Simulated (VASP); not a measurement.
**C: single point with PBE**

Crystal: C.

```
C
1.0
     0.00000    1.84054    1.84054
     1.84054    0.00000    1.84054
     1.84054    1.84054    0.00000
C
2
Direct
  0.50000 0.50000 0.50000
  0.75000 0.75000 0.75000
```

This cell differs from its parent crystal: strained.

```
Program                : VASP 6.6.1
Task                   : single point
Functional             : PBE
Potentials or basis    : VASP PAW PBE potentials, release 64 (C)
Cutoff                 : 520 eV
k mesh                 : 12 × 12 × 12
Occupations            : gaussian, width 0.02 eV
Spin                   : no spin polarisation
Dipole correction      : no
Further INCAR settings : ALGO = Normal; EDIFF = 1e-07; NBANDS = 11
```

The pressure is -32.8 GPa and the band gap on the k mesh is 3.94 eV, indirect (least direct gap 5.33 eV).

Levels at points of the mesh, in eV from the valence-band top:
```tsv
k point	band 1	band 2	band 3	band 4	band 5	band 6	band 7	band 8	band 9
(0.00, 0.00, 0.00)	-20.25	0.00	0.00	0.00	5.33	5.33	5.33	11.23	18.13
(0.50, 0.00, 0.00)	-14.99	-12.37	-2.56	-2.56	7.60	8.06	8.06	14.80	20.59
(0.50, 0.50, 0.00)	-12.12	-12.12	-5.75	-5.75	4.56	4.56	15.41	15.41	21.55
```

Run time: 3.9 s on 1 thread of Intel(R) Xeon(R) 6975P-C (Granite Rapids) (shared host), peak memory 0.12 GiB.

Caveat: the cell differs from its parent crystal (strained). A k mesh can miss the band edges.
